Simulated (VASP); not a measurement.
A run of VASP 6.6.1 is set up as follows.

INCAR

```
PREC = Accurate
ENCUT = 520
EDIFF = 1E-6
ISMEAR = 0
SIGMA = 0.05
LREAL = Auto
LASPH = T
NELM = 60
ALGO = Normal
ISIF = 2
LWAVE = F
LCHARG = F
GGA = PS
NBANDS = 87
```

The input KPOINTS:

```
regular mesh
0
Gamma
  2 2 1
```

POSCAR

```
Rb8CCl8O2
1.0
    7.8719410000      0.0000000000      0.0000000000
    0.0000000000      7.8719410000      0.0000000000
    0.0000000000      0.0000000000     18.9039560000
Rb Cl C O
8 8 1 2
Direct
    0.0000000000      0.0000000000      0.0528989805
   -0.2578498746      0.1920042338      0.2823092690
    0.0000000000      0.4999999365      0.0528989805
   -0.2579346060      0.6831466344      0.3947311875
    0.4999999365      0.0000000000      0.0528989805
    0.2418178693      0.2882657530      0.3894000811
    0.4999999365      0.4999999365      0.0528989805
    0.2423791032      0.7895949677      0.2831046052
    0.2498620099      0.2485238393      0.1012336254
   -0.0079324782      0.4912112527      0.2968106252
    0.2498477821      0.7519633341      0.1060884293
   -0.0100987800      0.9889264922      0.3837689847
    0.7500834927      0.2478810499      0.1054325878
    0.4921725150      0.4909294925      0.2970399952
    0.7500975935      0.7517505530      0.1019297760
    0.4944389192      0.9892889187      0.3840955301
   -0.2558835235      1.0900509798      0.5031685960
   -0.2557915513      1.2340736548      0.4879466499
   -0.2564671153      0.9516307350      0.5257914269
```

Potentials or basis: VASP PAW PBE potentials, release 64 (Rb_sv, Cl, C, O).

Run with:

```sh
$ cat potpaw_PBE.64/Rb_sv/POTCAR potpaw_PBE.64/Cl/POTCAR potpaw_PBE.64/C/POTCAR potpaw_PBE.64/O/POTCAR > POTCAR
$ mpirun -np 1 vasp_std > vasp.out
```

Q: What does it give for the largest force?

A: 0.671 eV/Å.

Q: What does it give for the band gap on the k mesh?

A: 1.82 eV.

Forces on the atoms (eV/Å):
```
Rb   0.002 -0.011 -0.157
Rb   0.001 -0.006 -0.008
Rb  -0.009  0.010  0.122
Rb   0.002 -0.006  0.012
Rb  -0.005 -0.014 -0.152
Rb   0.002  0.006  0.010
Rb   0.005  0.013  0.127
Rb   0.002  0.005 -0.007
Cl   0.008 -0.001  0.016
Cl   0.001  0.001 -0.007
Cl   0.004 -0.003  0.011
Cl  -0.001  0.001  0.010
Cl  -0.006  0.005  0.016
Cl   0.002  0.002 -0.009
Cl  -0.004 -0.005  0.016
Cl   0.002  0.001  0.008
C   -0.025 -0.016 -0.065
O    0.011  0.648 -0.173
O    0.007 -0.629  0.233
```

Caveat: there is no dipole correction, which matters where the two faces differ; the PAW data sets were made with another functional, which shifts forces and pressure a little.
